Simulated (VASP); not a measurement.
# HfN (P6_3/mmc) in VASP: elastic constants with PBEsol

Aim: the elastic constants of HfN with PBEsol.

Everything below comes from runs of VASP 6.6.1. Logs are shortened: lines on timing, memory, paths and dates and some standing lists are left out, and cuts for length are marked.

## Step 1: The cell of the first run

Symmetry: P6_3/mmc, No. 194, hexagonal system. The conventional cell has a = 3.124 Å, b = 3.124 Å, c = 5.614 Å, α = 90.00°, β = 90.00°, γ = 120.00°. Hf (site symmetry -3m) has 6 N at 2.29 Å and 2 Hf at 2.81 Å within 3.0 Å. N (site symmetry -6m2) has 6 Hf at 2.29 Å within 3.0 Å.

## Step 2: Elastic constants, PBEsol

INCAR reads:

```
SYSTEM = HfN
ALGO = Normal
EDIFF = 1E-8
ENCUT = 600
GGA = PS
IBRION = 6
ISIF = 3
ISMEAR = 0
LASPH = .True.
LCHARG = .False.
LREAL = .False.
LWAVE = .False.
NBANDS = 23
NELM = 60
NFREE = 2
NSW = 1
POTIM = 0.015
PREC = Accurate
SIGMA = 0.05
```

KPOINTS reads:

```
k-points
0
Gamma
  10 10 8
  0 0 0
```

POSCAR reads:

```
HfN
1.0
    3.1241248300      0.0000000000      0.0000000000
   -1.5620624150      2.7055714674      0.0000000000
    0.0000000000      0.0000000000      5.6135424941
Hf N
2 2
Direct
    0.0000000000      0.0000000000      0.0000000000
    0.0000000000      0.0000000000      0.5000000000
    0.3333333333      0.6666666667      0.2500000000
    0.6666666667      0.3333333333      0.7500000000
```

Potentials or basis: VASP PAW PBE potentials, release 64 (Hf_pv, N).

On the command line:

```sh
$ cat potpaw_PBE.64/Hf_pv/POTCAR potpaw_PBE.64/N/POTCAR > POTCAR
$ mpirun -np 1 vasp_std > vasp.out
```

OUTCAR:

```text
SYSTEM = HfN
   EDIFF = 1E-8
   ENCUT = 600
   GGA = PS
   IBRION = 6
   ISIF = 3
   ISMEAR = 0
   LASPH = .True.
   LREAL = .False.
   NELM = 60
   NFREE = 2
   NSW = 1
   POTIM = 0.015
   PREC = Accurate

 ion  position               nearest neighbor table
   1  0.000  0.000  0.000-   3 2.29   4 2.29   4 2.29   3 2.29   4 2.29   3 2.29   2 2.81   2 2.81

   2  0.000  0.000  0.500-   3 2.29   4 2.29   4 2.29   3 2.29   4 2.29   3 2.29   1 2.81   1 2.81

   3  0.333  0.667  0.250-   1 2.29   2 2.29   1 2.29   2 2.29   1 2.29   2 2.29
   4  0.667  0.333  0.750-   1 2.29   2 2.29   1 2.29   2 2.29   1 2.29   2 2.29

  LATTYP: Found a hexagonal cell.
 ALAT       =     3.1241248300
 C/A-ratio  =     1.7968368102

  Lattice vectors:

 A1 = (   3.1241248300,   0.0000000000,   0.0000000000)
 A2 = (  -1.5620624150,   2.7055714674,   0.0000000000)
 A3 = (   0.0000000000,   0.0000000000,   5.6135424941)

Analysis of symmetry for initial positions (statically):
=====================================================================
 Subroutine PRICEL returns:
 Original cell was already a primitive cell.

 Routine SETGRP: Setting up the symmetry group for a
 hexagonal supercell.

 Subroutine GETGRP returns: Found 24 space group operations
 (whereof 12 operations were pure point group operations)
 out of a pool of 24 trial point group operations.

The static configuration has the point symmetry D_3d.
 The point group associated with its full space group is D_6h.

Analysis of symmetry for dynamics (positions and initial velocities):
=====================================================================
 Subroutine PRICEL returns:
 Original cell was already a primitive cell.

 Routine SETGRP: Setting up the symmetry group for a
 hexagonal supercell.

 Subroutine GETGRP returns: Found 24 space group operations
 (whereof 12 operations were pure point group operations)
 out of a pool of 24 trial point group operations.

The dynamic configuration has the point symmetry D_3d.
 The point group associated with its full space group is D_6h.

 Subroutine INISYM returns: Found 24 space group operations
 (whereof 12 operations are pure point group operations),
 and found     1 'primitive' translations

----------------------------------------------------------------------------------------

                                     Primitive cell

  volume of cell :      47.4487

  direct lattice vectors                    reciprocal lattice vectors
     3.124124830  0.000000000  0.000000000     0.320089643  0.184803841  0.000000000
    -1.562062415  2.705571467  0.000000000     0.000000000  0.369607683  0.000000000
     0.000000000  0.000000000  5.613542494     0.000000000  0.000000000  0.178140631

  length of vectors
     3.124124830  3.124124830  5.613542494     0.369607683  0.369607683  0.178140631

  position of ions in fractional coordinates (direct lattice)
     0.000000000  0.000000000  0.000000000
     0.000000000  0.000000000  0.500000000
     0.333333333  0.666666667  0.250000000
     0.666666667  0.333333333  0.750000000

  ion indices of the primitive-cell ions
   primitive index   ion index
                 1           1
                 2           2
                 3           3
                 4           4

----------------------------------------------------------------------------------------

 KPOINTS: k-points

Automatic generation of k-mesh.
 Grid dimensions read from file:
 generate k-points for:   10   10    8

 Generating k-lattice:

  Cartesian coordinates                     Fractional coordinates (reciprocal lattice)
     0.032008964  0.018480384  0.000000000     0.100000000  0.000000000  0.000000000
     0.000000000  0.036960768  0.000000000     0.000000000  0.100000000  0.000000000
[... 68 lines left out ...]
   PSTRESS=    0.0 pullay stress
   NELECT =      30.0000    total number of electrons
   NUPDOWN=      -1.0000    fix difference up-down
   EMIN   =  10.00;   EMAX   =-10.00  energy-range for DOS
   EFERMI =   0.00;   METHOD = LEGACY
   ISMEAR =     0;   SIGMA  =   0.05  broadening in eV -4-tet -1-fermi 0-gaus
   EFERMI_NEDOS =   21; number of points for ismear=-14 and -15
   IALGO  =     38    algorithm
   IMIX   =      4    mixing-type and parameters
     AMIX     =   0.40;   BMIX     =  1.00
     AMIX_MAG =   1.60;   BMIX_MAG =  1.00
  volume/ion in A,a.u.               =      11.86        80.05
  Fermi-wavevector in a.u.,A,eV,Ry     =   1.405100  2.655253 26.862049  1.974305
  Thomas-Fermi vector in A             =   2.527595
   LORBIT       =      0    0 simple, 1 ext, 2 COOP (PROOUT), +10 PAW based schemes
   GGA     = PS    functional components
   LHFCALC =     F    Hartree Fock is set to
   AEXX    =    0.0000 exact exchange contribution
   IVDW    =     0    specifies the selected vdW correction
   LEPSILON=     F    determine dielectric tensor
   LRPA    =     F    only Hartree local field effects (RPA)
 finite differences with symmetry
 non-spin polarized calculation
 Gauss-broadening in eV      SIGMA  =   0.05
  energy-cutoff  :      600.00
  volume of cell :       47.45
 maximum number of plane-waves:      1606
 NGX is ok and might be reduce to    28
   NGX = 13   NGY = 13   NGZ = 23

--------------------------------------- Ionic step        1  -------------------------------------------

 number of electron      30.0000004 magnetization

 Free energy of the ion-electron system (eV)
  ---------------------------------------------------
  ext. energy  EPLUGINS =         0.00000000
  ---------------------------------------------------
  free energy    TOTEN  =       -44.48619037 eV

  energy without entropy =      -44.48341846  energy(sigma->0) =      -44.48480441

------------------------ aborting loop because EDIFF is reached ----------------------------------------

  FORCE on cell =-STRESS in cart. coord.  units (eV):
  Direction    XX          YY          ZZ          XY          YZ          ZX
  --------------------------------------------------------------------------------------
  -------------------------------------------------------------------------------------
  Total       -0.5242002     -0.5242002     -0.7970066      0.0000000      0.0000000     -0.0000000
  in kB      -17.7004116    -17.7004116    -26.9121309      0.0000000      0.0000000     -0.0000000
  external PRESSURE =     -20.7709847 kB  Pullay stress =       0.0000000 kB
[... 95 lines left out ...]
  FREE ENERGIE OF THE ION-ELECTRON SYSTEM (eV)
  ---------------------------------------------------
  free  energy   TOTEN  =       -44.4772978633 eV

  energy  without entropy=      -44.4741649429  energy(sigma->0) =      -44.47573140

[... ionic steps 4 to 18 ...]

--------------------------------------- Ionic step       19  -------------------------------------------

 number of electron      30.0000004 magnetization

------------------------ aborting loop because EDIFF is reached ----------------------------------------
[... 71 lines left out ...]
--------------------------------------- Ionic step       21  -------------------------------------------

 number of electron      30.0000004 magnetization

 Free energy of the ion-electron system (eV)
  ---------------------------------------------------
  ext. energy  EPLUGINS =         0.00000000
  ---------------------------------------------------
  free energy    TOTEN  =       -44.48510527 eV

  energy without entropy =      -44.48231705  energy(sigma->0) =      -44.48371116

 E-fermi :   7.5336     XC(G=0): -12.6948

 val. band max:        7.5134702479   @ k =   0.4000   0.2000   0.3750
 cond. band min:       7.5372232975   @ k =   0.3000   0.1000   0.3750
 fundamental gap:      0.0237530496
 Fermi energy:         7.5336250535

 k-point     1 :       0.0000    0.0000    0.0000
  band No.  band energies     occupation
      1     -24.3289      2.00000
      2     -23.3024      2.00000
      3     -23.3024      2.00000
      4     -23.1541      2.00000
      5     -23.1541      2.00000
      6     -22.8677      2.00000
[... 613 lines left out ...]
     22      14.1137      0.00000
     23      14.4406      0.00000

 [... further k-points ...]

------------------------ aborting loop because EDIFF is reached ----------------------------------------

  FORCE on cell =-STRESS in cart. coord.  units (eV):
  Direction    XX          YY          ZZ          XY          YZ          ZX
  --------------------------------------------------------------------------------------
  -------------------------------------------------------------------------------------
  Total       -0.5193797     -0.5193797     -0.7923062      0.0000000      0.0000000      0.0000000
  in kB      -17.5376394    -17.5376394    -26.7534169      0.0000000      0.0000000      0.0000000
  external PRESSURE =     -20.6095653 kB  Pullay stress =       0.0000000 kB
[... 19 lines left out ...]
  FREE ENERGIE OF THE ION-ELECTRON SYSTEM (eV)
  ---------------------------------------------------
  free  energy   TOTEN  =       -44.4851052664 eV

  energy  without entropy=      -44.4823170493  energy(sigma->0) =      -44.48371116

 INTERNAL STRAIN TENSORS FROM STRAINED CELLS
 ============================================

 INTERNAL STRAIN TENSOR FOR ION    1 for displacements in x,y,z  (eV/Angst):
          X           Y           Z          XY          YZ          ZX
  --------------------------------------------------------------------------------
  x     0.00000    -0.00000     0.00000    -0.00000     0.00000    -0.00000
  y     0.00000     0.00000     0.00000    -0.00000    -0.00000     0.00000
  z     0.00000     0.00000    -0.00000     0.00000     0.00000     0.00000

 INTERNAL STRAIN TENSORS FROM DISPLACED ATOMS
 ============================================

 INTERNAL STRAIN TENSOR FOR ION    1 for displacements in x,y,z  (eV/Angst):
          X           Y           Z          XY          YZ          ZX
  --------------------------------------------------------------------------------
  x     0.00000     0.00000     0.00000     0.00000     0.00000     0.00000
  y     0.00000     0.00000     0.00000     0.00000     0.00000     0.00000
  z     0.00000     0.00000     0.00000     0.00000     0.00000     0.00000

 INTERNAL STRAIN TENSOR FOR ION    4 for displacements in x,y,z  (eV/Angst):
          X           Y           Z          XY          YZ          ZX
  --------------------------------------------------------------------------------
  x     0.00000     0.00000     0.00000    -7.33274     0.00000     0.00000
  y    -7.33274     7.33274    -0.00000     0.00000     0.00000     0.00000
  z    -0.00000    -0.00000     0.00000     0.00000    -0.00000     0.00000

 Eigenvectors and eigenvalues of the dynamical matrix
 ----------------------------------------------------

   1 f  =   14.105835 THz    88.629576 2PiTHz  470.520012 cm-1    58.337020 meV
             X         Y         Z           dx          dy          dz
      0.000000  0.000000  0.000000     0.000000    0.000000   -0.000000
      0.000000  0.000000  2.806771     0.000000    0.000000   -0.000000
     -0.000000  1.803714  1.403386     0.000004   -0.707107   -0.000000
      1.562062  0.901857  4.210157    -0.000004    0.707107    0.000000
[... 71 lines left out ...]
  12 f/i=    0.001341 THz     0.008426 2PiTHz    0.044733 cm-1     0.005546 meV
             X         Y         Z           dx          dy          dz
      0.000000  0.000000  0.000000     0.000000   -0.000000   -0.680926
      0.000000  0.000000  2.806771     0.000000   -0.000000   -0.680926
     -0.000000  1.803714  1.403386     0.000000   -0.000000   -0.190632
      1.562062  0.901857  4.210157     0.000000   -0.000000   -0.190632

--------------------------------------------------------------------------------------------------------

 ELASTIC MODULI CONTR FROM IONIC RELAXATION (kBar)
 Direction    XX          YY          ZZ          XY          YZ          ZX
 --------------------------------------------------------------------------------
 XX        -318.5614    318.5614     -0.0000     -0.0000     -0.0000      0.0000
 YY         318.5614   -318.5614      0.0000      0.0000      0.0000      0.0000
 ZZ          -0.0000      0.0000     -0.0000      0.0000      0.0000      0.0000
 XY          -0.0000      0.0000      0.0000   -318.5614     -0.0000      0.0000
 YZ          -0.0000      0.0000      0.0000     -0.0000     -0.0000      0.0000
 ZX           0.0000      0.0000      0.0000      0.0000      0.0000      0.0000
 --------------------------------------------------------------------------------

 TOTAL ELASTIC MODULI (kBar)
 Direction    XX          YY          ZZ          XY          YZ          ZX
 --------------------------------------------------------------------------------
 XX        4593.7583   1346.7524   1451.0270     -0.0000     -0.0000      0.0000
 YY        1346.7524   4593.7583   1451.0270      0.0000     -0.0000     -0.0000
 ZZ        1451.0270   1451.0270   5765.6098      0.0000      0.0000      0.0000
 XY          -0.0000      0.0000      0.0000   1623.5030     -0.0000     -0.0000
 YZ          -0.0000     -0.0000      0.0000     -0.0000    921.0873      0.0000
 ZX           0.0000      0.0000     -0.0000     -0.0000      0.0000    921.0879
 --------------------------------------------------------------------------------
```

Wall time 1.5 h (1 thread of Oxide Virtual Turin-like, shared host); peak memory 0.57 GiB.

What came out:

| Item | Value |
| --- | --- |
| Voigt bulk modulus | 261 GPa |
| Highest phonon frequency at Γ | 471 cm⁻¹ |

Phonon frequencies in cm⁻¹ (negative: imaginary):
```tsv
q point	frequencies
(0.000, 0.000, 0.000)	0 0 0 97 97 271 411 411 422 458 471 471
```

Elastic tensor in Voigt notation (GPa, in the Cartesian axes of the cell as first typed):
```
459 135 145   0   0   0
135 459 145   0   0   0
145 145 577   0   0   0
  0   0   0  92   0   0
  0   0   0   0  92   0
  0   0   0   0   0 162
```

Clamped-ion elastic tensor (GPa):
```
491 103 145   0   0   0
103 491 145   0   0   0
145 145 577   0   0   0
  0   0   0  92   0   0
  0   0   0   0  92   0
  0   0   0   0   0 194
```

Caveat: the cell is under stress, which shifts elastic constants; the PAW data sets were made with another functional, which shifts forces and pressure a little; spin-orbit coupling is left out, which moves the levels of the heavy elements.
